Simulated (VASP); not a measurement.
# HfO2 (I4_1/amd) in VASP: vibrations by perturbation theory with PBEsol

Aim: the vibrations by perturbation theory of HfO2 with PBEsol.

All numbers are computed with VASP 6.6.1; they aren't measurements. Logs are shortened: lines on timing, memory, paths and dates and some standing lists are left out, and cuts for length are marked.

### 1 The cell of the first run

Symmetry: I4_1/amd, No. 141, tetragonal system. Conventional cell: a = 3.984 Å, b = 3.984 Å, c = 10.529 Å, α = 90.00°, β = 90.00°, γ = 90.00°. Hf (site symmetry -4m2) has 6 O at 2.05 to 2.13 Å within 2.7 Å. Within 2.7 Å of O (site symmetry 2mm) lie 3 Hf at 2.05 to 2.13 Å and 2 O at 2.57 Å.

### 2 Vibrations by perturbation theory, PBEsol

File INCAR:

```
PREC     = Accurate       # precision mode
ENCUT    = 520            # plane-wave cutoff, eV
EDIFF    = 1E-8           # SCF threshold, eV
ISMEAR   = 0              # smearing method
SIGMA    = 0.01           # smearing width, eV
LREAL    = F              # projectors in reciprocal space
LASPH    = T              # aspherical terms in the spheres
NELM     = 100            # most SCF steps
ALGO     = Normal         # electronic algorithm
ISIF     = 2              # what is computed and relaxed
LWAVE    = F              # write WAVECAR
LCHARG   = F              # write CHGCAR
GGA      = PS             # functional
NBANDS   = 31             # bands
IBRION   = 8              # ionic algorithm
NSW      = 1              # ionic steps
LEPSILON = T              # dielectric tensor by DFPT
KPAR     = 4
```

File KPOINTS:

```
Automatic mesh
0
Gamma
  8 8 8
```

File POSCAR:

```
HfO2
1.0
   -1.9917651496      1.9917651496      5.2646281572
    1.9917651496     -1.9917651496      5.2646281572
    1.9917651496      1.9917651496     -5.2646281572
Hf O
2 4
Direct
    0.0000000000      0.0000000000      0.0000000000
    0.7500000000      0.2500000000      0.5000000000
    0.9519878862      0.4519878862      0.5000000000
    0.2019878862      0.2019878862      0.0000000000
    0.5480121138      0.0480121138      0.5000000000
    0.7980121138      0.7980121138      0.0000000000
```

Potentials or basis: VASP PAW PBE potentials, release 64 (Hf_pv, O).

Launch:

```
> cat potpaw_PBE.64/Hf_pv/POTCAR potpaw_PBE.64/O/POTCAR > POTCAR
> mpirun -np 4 vasp_std > vasp.out
```

OUTCAR:

```text
PREC = Accurate
   ENCUT = 520
   EDIFF = 1E-8
   ISMEAR = 0
   LREAL = F
   LASPH = T
   NELM = 100
   ISIF = 2
   GGA = PS
   IBRION = 8
   NSW = 1
   LEPSILON = T

 ion  position               nearest neighbor table
   1  0.000  0.000  0.000-   5 2.05   3 2.05   5 2.05   3 2.05   4 2.13   6 2.13   2 3.30   2 3.30
                             2 3.30   2 3.30
   2  0.750  0.250  0.500-   6 2.05   4 2.05   6 2.05   4 2.05   3 2.13   5 2.13   1 3.30   1 3.30
                             1 3.30   1 3.30
   3  0.952  0.452  0.500-   1 2.05   1 2.05   2 2.13
   4  0.202  0.202  0.000-   2 2.05   2 2.05   1 2.13
   5  0.548  0.048  0.500-   1 2.05   1 2.05   2 2.13
   6  0.798  0.798  0.000-   2 2.05   2 2.05   1 2.13

  LATTYP: Found a body centered tetragonal cell.
 ALAT       =     3.9835302992
 C/A-ratio  =     2.6431972455

  Lattice vectors:

 A1 = (  -1.9917651496,   1.9917651496,   5.2646281572)
 A2 = (   1.9917651496,  -1.9917651496,   5.2646281572)
 A3 = (   1.9917651496,   1.9917651496,  -5.2646281572)

Analysis of symmetry for initial positions (statically):
=====================================================================
 Subroutine PRICEL returns:
 Original cell was already a primitive cell.
[... 1157 lines left out ...]
  1Z     0.000000    0.000000  -22.372367    0.000000    0.000000    9.460149   -0.000000    0.000000    3.981572    0.000000    0.000000    2.474537    0.000000    0.000000    3.981572    0.000000    0.000000    2.474537
  2X     0.098199    0.000000    0.000000  -12.514390    0.000000    0.000000    0.952297   -0.000000    0.000000    1.208563    0.000000    0.000000    1.036523    0.000000    0.000000    9.218809    0.000000    0.000000
  2Y    -0.000000    0.098199    0.000000    0.000000  -12.514390    0.000000   -0.000000    1.036523    0.000000   -0.000000    9.218809    0.000000    0.000000    0.952297    0.000000   -0.000000    1.208563    0.000000
  2Z     0.000000    0.000000    9.460149    0.000000    0.000000  -22.372367    0.000000    0.000000    2.474537    0.000000    0.000000    3.981572    0.000000    0.000000    2.474537   -0.000000    0.000000    3.981572
  3X     9.217705    0.000000    0.000000    0.954245   -0.000000    0.000000  -18.144294    0.000000    0.000000    0.150319   -0.000000    0.000000    1.905054   -0.000000    0.000000    5.916972    0.000000    0.000000
  3Y    -0.000000    1.206220    0.000000    0.000000    1.035233    0.000000   -0.000000   -2.989680    0.000000    0.000000    0.148836    0.000000   -0.000000    1.906576    0.000000    0.000000   -1.307185    0.000000
  3Z     0.000000    0.000000    3.977768    0.000000    0.000000    2.479218    0.000000    0.000000  -13.603404    0.000000    0.000000    2.279447    0.000000   -0.000000    3.225537    0.000000    0.000000    1.641434
  4X     1.035233    0.000000    0.000000    1.206220    0.000000    0.000000    0.148836   -0.000000    0.000000   -2.989680    0.000000    0.000000   -1.307185   -0.000000    0.000000    1.906576    0.000000    0.000000
  4Y     0.000000    0.954245    0.000000   -0.000000    9.217705    0.000000    0.000000    0.150319    0.000000   -0.000000  -18.144294    0.000000    0.000000    5.916972    0.000000    0.000000    1.905054    0.000000
  4Z     0.000000    0.000000    2.479218    0.000000   -0.000000    3.977768    0.000000    0.000000    2.279447   -0.000000    0.000000  -13.603404    0.000000    0.000000    1.641434    0.000000   -0.000000    3.225537
  5X     1.206220    0.000000    0.000000    1.035233    0.000000    0.000000    1.906576    0.000000    0.000000   -1.307185   -0.000000    0.000000   -2.989680    0.000000    0.000000    0.148836   -0.000000    0.000000
  5Y    -0.000000    9.217705    0.000000    0.000000    0.954245    0.000000    0.000000    1.905054    0.000000    0.000000    5.916972    0.000000   -0.000000  -18.144294    0.000000    0.000000    0.150319    0.000000
  5Z     0.000000   -0.000000    3.977768    0.000000    0.000000    2.479218    0.000000   -0.000000    3.225537    0.000000    0.000000    1.641434   -0.000000    0.000000  -13.603404    0.000000    0.000000    2.279447
  6X     0.954245   -0.000000    0.000000    9.217705    0.000000    0.000000    5.916972    0.000000    0.000000    1.905054   -0.000000    0.000000    0.150319   -0.000000    0.000000  -18.144294    0.000000    0.000000
  6Y     0.000000    1.035233    0.000000   -0.000000    1.206220    0.000000    0.000000   -1.307185    0.000000   -0.000000    1.906576    0.000000    0.000000    0.148836    0.000000   -0.000000   -2.989680    0.000000
  6Z     0.000000    0.000000    2.479218    0.000000    0.000000    3.977768    0.000000    0.000000    1.641434    0.000000   -0.000000    3.225537    0.000000    0.000000    2.279447    0.000000    0.000000  -13.603404

 Eigenvectors and eigenvalues of the dynamical matrix
 ----------------------------------------------------

   1 f  =   19.328772 THz   121.446253 2PiTHz  644.738419 cm-1    79.937340 meV
             X         Y         Z           dx          dy          dz
      0.000000  0.000000  0.000000    -0.073798   -0.008228    0.000000
      0.000000  1.991765  2.632314     0.073798    0.008228    0.000000
      0.000000  1.991765  4.759096     0.696811   -0.005972    0.000000
      0.000000  0.000000  2.126782     0.053564   -0.077689   -0.000000
      0.000000  1.991765  0.505532    -0.053564    0.077689   -0.000000
      0.000000  0.000000  8.402474    -0.696811    0.005972    0.000000
[... 145 lines left out ...]
  18 f/i=    0.000946 THz     0.005943 2PiTHz    0.031549 cm-1     0.003912 meV
             X         Y         Z           dx          dy          dz
      0.000000  0.000000  0.000000    -0.620718    0.196635   -0.000000
      0.000000  1.991765  2.632314    -0.620718    0.196635   -0.000000
      0.000000  1.991765  4.759096    -0.185851    0.058898   -0.000000
      0.000000  0.000000  2.126782    -0.185925    0.058875   -0.000000
      0.000000  1.991765  0.505532    -0.185925    0.058875   -0.000000
      0.000000  0.000000  8.402474    -0.185851    0.058898   -0.000000

--------------------------------------------------------------------------------------------------------

 MACROSCOPIC STATIC DIELECTRIC TENSOR IONIC CONTRIBUTION
 ------------------------------------------------------
           9.422950    -0.000000    -0.000000
          -0.000000     9.422950    -0.000000
          -0.000000    -0.000000     8.118007
 ------------------------------------------------------

 ELASTIC MODULI CONTR FROM IONIC RELAXATION (kBar)
 Direction    XX          YY          ZZ          XY          YZ          ZX
 --------------------------------------------------------------------------------
 XX        -841.9407    772.2894    236.4529      0.0000      0.0000      0.0000
 YY         772.2894   -841.9407    236.4529      0.0000     -0.0000     -0.0000
 ZZ         236.4529    236.4529  -1605.4244      0.0000     -0.0000      0.0000
 XY           0.0000      0.0000      0.0000      0.0000      0.0000      0.0000
 YZ           0.0000     -0.0000     -0.0000      0.0000   -506.0565      0.0000
 ZX           0.0000     -0.0000      0.0000      0.0000      0.0000   -609.7981
 --------------------------------------------------------------------------------

 PIEZOELECTRIC TENSOR IONIC CONTR  for field in x, y, z        (C/m^2)
          XX          YY          ZZ          XY          YZ          ZX
  --------------------------------------------------------------------------------
  x    -0.00000    -0.00000     0.00000     0.00000     0.00000    -0.00000
  y    -0.00000     0.00000    -0.00000     0.00000     0.00000    -0.00000
  z     0.00000    -0.00000     0.00000     0.00000    -0.00000     0.00000
```

Wall time 65 min (4 MPI ranks of Oxide Virtual Turin-like, shared host); peak memory 1.1 GiB.

Results:

| Quantity | Value |
| --- | --- |
| Electronic dielectric tensor (diagonal) | 4.17, 4.17, 4.07 |
| Born charges (mean of the diagonal) | Hf +5.10; O -2.55 e |
| Highest phonon frequency at Γ, LO-TO splitting left out | 645 cm⁻¹ |

Phonon frequencies in cm⁻¹ (negative: imaginary):
```csv
q point,frequencies
"(0.000, 0.000, 0.000)",0 0 0 116 116 166 166 219 269 269 360 477 477 494 525 545 645 645
```

Electronic dielectric tensor:
```
4.17 0.00 0.00
0.00 4.17 0.00
0.00 0.00 4.07
```

Born effective charge tensors (e):
atom 1, Hf
```
5.19 0.00 0.00
0.00 5.19 0.00
0.00 0.00 4.92
```
atom 2, Hf
```
5.19 0.00 0.00
0.00 5.19 0.00
0.00 0.00 4.92
```
atom 3, O
```
-4.18  0.00  0.00
 0.00 -1.02  0.00
 0.00  0.00 -2.46
```
atom 4, O
```
-1.02  0.00  0.00
 0.00 -4.18  0.00
 0.00  0.00 -2.46
```
atom 5, O
```
-1.02  0.00  0.00
 0.00 -4.18  0.00
 0.00  0.00 -2.46
```
atom 6, O
```
-4.18  0.00  0.00
 0.00 -1.02  0.00
 0.00  0.00 -2.46
```

Caveat: the cell stands under pressure or tension, which shifts response properties; spin-orbit coupling is left out, which moves the levels of the heavy elements.
